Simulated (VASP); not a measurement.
# InSb3 (Amm2) in VASP: single point with r2SCAN

Aim: the single point of InSb3 with r2SCAN.

All numbers are computed with VASP 6.6.1; they aren't measurements. Logs are shortened: lines on timing, memory, paths and dates and some standing lists are left out, and cuts for length are marked.

### Step 1. The cell of the first run

It takes space group Amm2 (No. 38, orthorhombic). Conventional cell: a = 4.791 Å, b = 6.775 Å, c = 6.775 Å, α = 90.00°, β = 90.00°, γ = 90.00°. Within 4.4 Å of In (site symmetry mm2) lie 12 Sb at 3.31 to 3.46 Å. Within 4.4 Å of Sb (site symmetry m) lie 4 In at 3.35 to 3.43 Å and 8 Sb at 3.39 Å. Sb (site symmetry mm2) has 4 In at 3.31 to 3.46 Å and 8 Sb at 3.39 Å within 4.4 Å.

### Step 2. Single point, r2SCAN (all In atoms moved +0.075 Å, as atom 1 along Cartesian [1 1 0])

The input, POSCAR:

```
InSb3
1.0
    4.7905259581      0.0000000000      0.0000000000
    0.0000000000      4.7905259581      0.0000000000
    0.0000000000      0.0000000000      4.7905259581
In Sb
1 3
Direct
    0.0110703937      0.0110703937      0.0000000000
    0.5000000000      0.0000000000      0.5000000000
    0.0000000000      0.5000000000      0.5000000000
    0.5000000000      0.5000000000      0.0000000000
```

The input, INCAR.step1:

```
PREC = Accurate
ENCUT = 550
ISMEAR = 0
SIGMA = 0.15
LREAL = F
LASPH = T
NELM = 120
NBANDS = 22
GGA = PE
ALGO = Normal
EDIFF = 1E-5
LWAVE = T
LCHARG = F
GGA_COMPAT = F
```

The input, INCAR.step2:

```
PREC = Accurate
ENCUT = 550
EDIFF = 1E-6
ISMEAR = 0
SIGMA = 0.15
LREAL = F
LASPH = T
NELM = 120
ALGO = Normal
ISIF = 2
LWAVE = F
LCHARG = F
METAGGA = R2SCAN
LMIXTAU = T
NBANDS = 22
ISTART = 1
GGA_COMPAT = F
```

The input, KPOINTS:

```
Automatic mesh
0
Gamma
  10 10 10
```

Potentials or basis: VASP PAW PBE potentials, release 64 (In_d, Sb).

Command:

```
$ cat potpaw_PBE.64/In_d/POTCAR potpaw_PBE.64/Sb/POTCAR > POTCAR
$ cp INCAR.step1 INCAR
$ mpirun -np 1 vasp_std > vasp.out
$ cp INCAR.step2 INCAR
$ mpirun -np 1 vasp_std > vasp.out
```

OUTCAR:

```text
PREC = Accurate
   ENCUT = 550
   EDIFF = 1E-6
   ISMEAR = 0
   LREAL = F
   LASPH = T
   NELM = 120
   ISIF = 2
   METAGGA = R2SCAN
   ISTART = 1

 ion  position               nearest neighbor table
   1  0.011  0.011  0.000-   4 3.31   3 3.35   2 3.35   2 3.35   3 3.35   4 3.39   4 3.39   3 3.43
                             2 3.43   3 3.43   2 3.43   4 3.46
   2  0.500  0.000  0.500-   1 3.35   1 3.35   4 3.39   3 3.39   4 3.39   3 3.39   4 3.39   4 3.39
                             3 3.39   3 3.39   1 3.43   1 3.43
   3  0.000  0.500  0.500-   1 3.35   1 3.35   4 3.39   2 3.39   4 3.39   2 3.39   2 3.39   4 3.39
                             4 3.39   2 3.39   1 3.43   1 3.43
   4  0.500  0.500  0.000-   1 3.31   2 3.39   3 3.39   2 3.39   3 3.39   2 3.39   2 3.39   3 3.39
                             3 3.39   1 3.39   1 3.39   1 3.46

  LATTYP: Found a simple cubic cell.
 ALAT       =     4.7905259581

  Lattice vectors:

 A1 = (   4.7905259581,   0.0000000000,   0.0000000000)
 A2 = (   0.0000000000,   4.7905259581,   0.0000000000)
 A3 = (   0.0000000000,   0.0000000000,   4.7905259581)

Analysis of symmetry for initial positions (statically):
=====================================================================
 Subroutine PRICEL returns:
 Original cell was already a primitive cell.

 Routine SETGRP: Setting up the symmetry group for a
 simple cubic supercell.

 Subroutine GETGRP returns: Found  4 space group operations
 (whereof  4 operations were pure point group operations)
 out of a pool of 48 trial point group operations.

The static configuration has the point symmetry C_2v.

Analysis of symmetry for dynamics (positions and initial velocities):
=====================================================================
 Subroutine PRICEL returns:
 Original cell was already a primitive cell.

 Routine SETGRP: Setting up the symmetry group for a
 simple cubic supercell.

 Subroutine GETGRP returns: Found  4 space group operations
 (whereof  4 operations were pure point group operations)
 out of a pool of 48 trial point group operations.

The dynamic configuration has the point symmetry C_2v.

 Subroutine INISYM returns: Found  4 space group operations
 (whereof  4 operations are pure point group operations),
 and found     1 'primitive' translations

----------------------------------------------------------------------------------------

                                     Primitive cell

  volume of cell :     109.9384

  direct lattice vectors                    reciprocal lattice vectors
     4.790525958  0.000000000  0.000000000     0.208745346  0.000000000  0.000000000
     0.000000000  4.790525958  0.000000000     0.000000000  0.208745346  0.000000000
     0.000000000  0.000000000  4.790525958     0.000000000  0.000000000  0.208745346

  length of vectors
     4.790525958  4.790525958  4.790525958     0.208745346  0.208745346  0.208745346

  position of ions in fractional coordinates (direct lattice)
     0.011070394  0.011070394  0.000000000
     0.500000000  0.000000000  0.500000000
     0.000000000  0.500000000  0.500000000
     0.500000000  0.500000000  0.000000000

  ion indices of the primitive-cell ions
   primitive index   ion index
                 1           1
                 2           2
                 3           3
                 4           4

----------------------------------------------------------------------------------------

 KPOINTS: Automatic mesh

Automatic generation of k-mesh.
 Grid dimensions read from file:
 generate k-points for:   10   10   10

 Generating k-lattice:

  Cartesian coordinates                     Fractional coordinates (reciprocal lattice)
     0.020874535  0.000000000  0.000000000     0.100000000  0.000000000  0.000000000
     0.000000000  0.020874535  0.000000000     0.000000000  0.100000000  0.000000000
     0.000000000  0.000000000  0.020874535     0.000000000  0.000000000  0.100000000

  Length of vectors
     0.020874535  0.020874535  0.020874535

  Shift w.r.t. Gamma in fractional coordinates (k-lattice)
     0.000000000  0.000000000  0.000000000

 Subroutine IBZKPT returns following result:
 ===========================================

 Found    186 irreducible k-points:

 Following reciprocal coordinates:
            Coordinates               Weight
  0.000000  0.000000  0.000000      1.000000
  0.100000  0.000000  0.000000      4.000000
  0.000000  0.000000  0.100000      2.000000
  0.200000  0.000000  0.000000      4.000000
  0.000000  0.000000  0.200000      2.000000
  0.300000  0.000000  0.000000      4.000000
[... 16 lines left out ...]
  0.400000  0.100000  0.000000      4.000000
  0.000000  0.400000  0.100000      8.000000
 [... further k-points ...]
   k-points           NKPTS =    186   k-points in BZ     NKDIM =    186   number of bands    NBANDS=     22
   number of dos      NEDOS =    301   number of ions     NIONS =      4
   total plane-waves  NPLWV =  64000
   dimension x,y,z NGX =    40 NGY =   40 NGZ =   40
   dimension x,y,z NGXF=    80 NGYF=   80 NGZF=   80
   ions per type =               1   3
   NGX,Y,Z   is equivalent  to a cutoff of  13.88, 13.88, 13.88 a.u.
   NGXF,Y,Z  is equivalent  to a cutoff of  27.76, 27.76, 27.76 a.u.
 SYSTEM =  unknown system
   PREC   = accura    normal or accurate (medium, high low for compatibility)
   ISTART =      1    job   : 0-new  1-cont  2-samecut
   ICHARG =      0    charge: 1-file 2-atom 10-const
   ISPIN  =      1    spin polarized calculation?
   LNONCOLLINEAR =      F non collinear calculations
   LSORBIT =      F    spin-orbit coupling
   LASPH  =      T    aspherical Exc in radial PAW
   ENCUT  =  550.0 eV  40.42 Ry    6.36 a.u.   9.16  9.16  9.16*2*pi/ulx,y,z
   NELM   =    120;   NELMIN=  2; NELMDL=  0     # of ELM steps
   EDIFF  = 0.1E-05   stopping-criterion for ELM
   LREAL  =      F    real-space projection
   EDIFFG = 0.1E-04   stopping-criterion for IOM
   NSW    =      0    number of steps for IOM
   IBRION =     -1    ionic relax: 0-MD 1-quasi-New 2-CG
   NFREE  =      0    steps in history (QN), initial steepest desc. (CG)
   ISIF   =      2    stress and relaxation
   ISYM   =      2    0-nonsym 1-usesym 2-fastsym
   POTIM  = 0.5000    time-step for ionic-motion
   TEBEG  =    0.0;   TEEND  =   0.0 temperature during run
   PSTRESS=    0.0 pullay stress
   NELECT =      28.0000    total number of electrons
   NUPDOWN=      -1.0000    fix difference up-down
   EMIN   =  10.00;   EMAX   =-10.00  energy-range for DOS
   EFERMI =   0.00;   METHOD = LEGACY
   ISMEAR =     0;   SIGMA  =   0.15  broadening in eV -4-tet -1-fermi 0-gaus
   EFERMI_NEDOS =   21; number of points for ismear=-14 and -15
   IALGO  =     38    algorithm
   IMIX   =      4    mixing-type and parameters
     AMIX     =   0.40;   BMIX     =  1.00
     AMIX_MAG =   1.60;   BMIX_MAG =  1.00
  volume/ion in A,a.u.               =      27.48       185.48
  Fermi-wavevector in a.u.,A,eV,Ry     =   1.037714  1.960995 14.651436  1.076850
  Thomas-Fermi vector in A             =   2.172165
   LORBIT       =      0    0 simple, 1 ext, 2 COOP (PROOUT), +10 PAW based schemes
   METAGGA = R2SCAN    functional components
   LHFCALC =     F    Hartree Fock is set to
   AEXX    =    0.0000 exact exchange contribution
   IVDW    =     0    specifies the selected vdW correction
   LEPSILON=     F    determine dielectric tensor
   LRPA    =     F    only Hartree local field effects (RPA)
 non-spin polarized calculation
 Gauss-broadening in eV      SIGMA  =   0.15
  energy-cutoff  :      550.00
  volume of cell :      109.94
 maximum number of plane-waves:      3244
 NGX is ok and might be reduce to    40
   NGX = 19   NGY = 19   NGZ = 19

 number of electron      28.0000003 magnetization

 Free energy of the ion-electron system (eV)
  ---------------------------------------------------
  ext. energy  EPLUGINS =         0.00000000
  ---------------------------------------------------
  free energy    TOTEN  =       -98.55386760 eV

  energy without entropy =      -98.53637577  energy(sigma->0) =      -98.54512169

 E-fermi :   7.8458     XC(G=0): -10.7127

 val. band max:        7.8317292858   @ k =   0.4000   0.1000   0.1000
 cond. band min:       7.9119264473   @ k =   0.4000   0.4000   0.2000
 fundamental gap:      0.0801971615
 Fermi energy:         7.8457827767

 k-point     1 :       0.0000    0.0000    0.0000
  band No.  band energies     occupation
      1      -7.2603      2.00000
      2      -7.2599      2.00000
      3      -7.2439      2.00000
      4      -7.2438      2.00000
      5      -7.2434      2.00000
      6      -4.9433      2.00000
[... 14 lines left out ...]
     21      13.3149      0.00000
     22      13.3589      0.00000

 k-point     2 :       0.1000    0.0000    0.0000
  band No.  band energies     occupation
      1      -7.2597      2.00000
      2      -7.2584      2.00000
      3      -7.2451      2.00000
      4      -7.2449      2.00000
      5      -7.2435      2.00000
      6      -4.8782      2.00000
[... 14 lines left out ...]
     21      13.5319      0.00000
     22      13.7612      0.00000

 k-point     3 :       0.0000    0.0000    0.1000
  band No.  band energies     occupation
      1      -7.2593      2.00000
      2      -7.2588      2.00000
      3      -7.2450      2.00000
      4      -7.2446      2.00000
      5      -7.2439      2.00000
      6      -4.8782      2.00000
[... 14 lines left out ...]
     21      13.5199      0.00000
     22      13.7722      0.00000
[... 476 lines left out ...]
 k-point    23 :       0.4000    0.1000    0.0000
  band No.  band energies     occupation
      1      -7.2584      2.00000
      2      -7.2551      2.00000
      3      -7.2535      2.00000
      4      -7.2444      2.00000
      5      -7.2443      2.00000
      6      -3.9016      2.00000
[... 14 lines left out ...]
     21      12.9421      0.00000
     22      14.5564      0.00000

 k-point    24 :       0.0000    0.4000    0.1000
  band No.  band energies     occupation
      1      -7.2580      2.00000
      2      -7.2556      2.00000
      3      -7.2533      2.00000
      4      -7.2448      2.00000
      5      -7.2440      2.00000
      6      -3.9015      2.00000
[... 14 lines left out ...]
     21      12.9437      0.00000
     22      14.5557      0.00000

 [... further k-points ...]

------------------------ aborting loop because EDIFF is reached ----------------------------------------

  FORCE on cell =-STRESS in cart. coord.  units (eV):
  Direction    XX          YY          ZZ          XY          YZ          ZX
  --------------------------------------------------------------------------------------
  -------------------------------------------------------------------------------------
  Total       -0.0102341     -0.0102341     -0.0088572      0.0147272      0.0000000      0.0000000
  in kB       -0.1491461     -0.1491461     -0.1290792      0.2146248      0.0000000      0.0000000
  external PRESSURE =      -0.1424572 kB  Pullay stress =       0.0000000 kB

 VOLUME and BASIS-vectors are now :
 -----------------------------------------------------------------------------
  energy-cutoff  :      550.00
  volume of cell :      109.94
      direct lattice vectors                 reciprocal lattice vectors
     4.790525958  0.000000000  0.000000000     0.208745346  0.000000000  0.000000000
     0.000000000  4.790525958  0.000000000     0.000000000  0.208745346  0.000000000
     0.000000000  0.000000000  4.790525958     0.000000000  0.000000000  0.208745346

 POSITION                                       TOTAL-FORCE (eV/Angst)
 -----------------------------------------------------------------------------------
      0.05303      0.05303      0.00000        -0.050068     -0.050068      0.000000
      2.39526      0.00000      2.39526         0.050784     -0.052638      0.000000
      0.00000      2.39526      2.39526        -0.052638      0.050784      0.000000
      2.39526      2.39526      0.00000         0.051922      0.051922      0.000000
 -----------------------------------------------------------------------------------
    total drift:                                0.000233      0.000233     -0.000003

  FREE ENERGIE OF THE ION-ELECTRON SYSTEM (eV)
  ---------------------------------------------------
  free  energy   TOTEN  =       -98.5538676005 eV

  energy  without entropy=      -98.5363757715  energy(sigma->0) =      -98.54512169
```

It took 38 min on 1 thread of AMD EPYC 7R43 (Zen 3), shared host; peak memory 0.56 GiB.

Results:

| Quantity | Value |
| --- | --- |
| Free energy | -98.5539 eV |
| Pressure | 0.0 GPa |
| Largest force | 0.073 eV/Å |
| Band gap on the k mesh | zero (bands 14 and 15 overlap by 4.98 eV) |

Forces on the atoms (eV/Å):
```
In  -0.050 -0.050  0.000
Sb   0.051 -0.053  0.000
Sb  -0.053  0.051  0.000
Sb   0.052  0.052  0.000
```

Levels at points of the mesh, in eV from the Fermi level:
| k point | band 10 | band 11 | band 12 | band 13 | band 14 | band 15 | band 16 | band 17 | band 18 | band 19 |
| --- | --- | --- | --- | --- | --- | --- | --- | --- | --- | --- |
| (0.00, 0.00, 0.00) | -4.58 | -4.58 | -3.48 | 0.46 | 0.46 | 0.47 | 1.91 | 1.92 | 1.92 | 5.30 |
| (0.50, 0.00, 0.00) | -3.12 | -3.12 | -2.22 | -2.22 | -1.11 | -0.77 | 2.25 | 2.33 | 2.33 | 2.87 |
| (0.00, 0.00, 0.50) | -3.12 | -3.12 | -2.23 | -2.22 | -1.11 | -0.77 | 2.25 | 2.33 | 2.34 | 2.88 |
| (0.50, 0.50, 0.00) | -2.48 | -1.58 | -1.57 | -1.45 | -1.21 | -1.20 | -0.33 | 1.23 | 3.52 | 3.74 |
| (0.00, 0.50, 0.50) | -2.48 | -1.58 | -1.57 | -1.45 | -1.20 | -1.20 | -0.34 | 1.23 | 3.52 | 3.74 |
| (0.50, 0.50, 0.50) | -5.32 | -5.25 | -5.24 | -4.77 | 3.78 | 3.78 | 3.85 | 3.85 | 3.85 | 6.91 |

Caveat: the cell differs from its parent crystal (all In atoms moved +0.075 Å, as atom 1 along Cartesian [1 1 0]); the PAW data sets were made with another functional, which shifts forces and pressure a little; spin-orbit coupling is left out, which moves the levels of the heavy elements.
